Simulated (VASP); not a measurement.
# Ba: relaxation of cell and atoms with PBE

Ba:

```
Ba
1.0
    -2.50500    2.50500    2.50500
     2.50500   -2.50500    2.50500
     2.50500    2.50500   -2.50500
Ba
1
Direct
  0.00000 0.00000 0.00000
```

```yaml
Program: VASP 6.6.1
Task: relaxation of cell and atoms
Functional: PBE
Potentials_or_basis: VASP PAW PBE potentials, release 64 (Ba_sv)
Cutoff: 500 eV
k_mesh: 12 × 12 × 12
Occupations: fermi-dirac, width 0.1 eV
Spin: no spin polarisation
Target_pressure: 10 GPa
Dipole_correction: no
Further_INCAR_settings: ALGO = Normal; EDIFF = 1e-07; IBRION = 2; EDIFFG = -0.03; NSW = 80; ISIF = 3
```

```json
{
 "Relaxed volume": "37.29 Å³/atom",
 "Relaxed cell": "a = 3.645 Å, b = 3.645 Å, c = 3.645 Å, α = 109.47°, β = 109.47°, γ = 109.47°",
 "Space group after relaxing (to 0.1 Å)": "Im-3m (No. 229)",
 "Energy change on relaxing (the run minimises the enthalpy)": "+580.3 meV/atom",
 "Ionic steps": "16",
 "Pressure after relaxing": "9.9 GPa",
 "Band gap on the k mesh": "zero (bands 5 and 6 overlap by 3.02 eV)"
}
```

The path:
```tsv
step	energy change (eV)	largest force (eV/Å)	pressure (GPa)	volume (Å³)
1	0.0000	0.0000	0.12	62.88
2	0.8353	0.0000	13.62	33.79
3	0.5955	0.0000	10.13	37.05
4	0.5688	0.0000	9.76	37.48
5	0.5691	0.0000	9.76	37.47
6	0.5699	0.0000	9.77	37.46
7	0.5699	0.0000	9.77	37.46
8	0.5699	0.0000	9.77	37.46
9	0.5700	0.0000	9.77	37.46
10	0.5701	0.0000	9.77	37.46
11	0.5702	0.0000	9.77	37.45
12	0.5705	0.0000	9.78	37.45
13	0.5712	0.0000	9.79	37.44
14	0.5725	0.0000	9.81	37.42
15	0.5751	0.0000	9.85	37.38
16	0.5803	0.0000	9.92	37.29
```

Final structure:
```
Ba
1.0
    -2.10464    2.10464    2.10464
     2.10464   -2.10464    2.10464
     2.10464    2.10464   -2.10464
Ba
1
Cartesian
  2.1046 -2.1046 2.1046
```

Levels at points of the mesh, in eV from the Fermi level:
```
           k point  band 2  band 3  band 4  band 5  band 6  band 7  band 8  band 9
(0.00, 0.00, 0.00)  -12.66  -12.66  -12.66   -2.61    2.27    2.27    2.27    4.54
(0.50, 0.00, 0.00)  -14.71  -13.28  -12.71   -1.47    0.31    3.82    4.90    5.74
(0.50, 0.50, 0.50)  -14.00  -14.00  -14.00   -1.74   -1.74    7.54    7.54    7.74
```

It took 94 s on 1 thread of Intel(R) Xeon(R) 6975P-C (Granite Rapids), with other jobs on the host, peak memory 0.21 GiB.

Caveat: the cell is relaxed towards a set pressure, so the run minimises the enthalpy, not the energy; the volume moved by over 15 % at a fixed basis, so the end points are rough; spin-orbit coupling is left out, which moves the levels of the heavy elements.
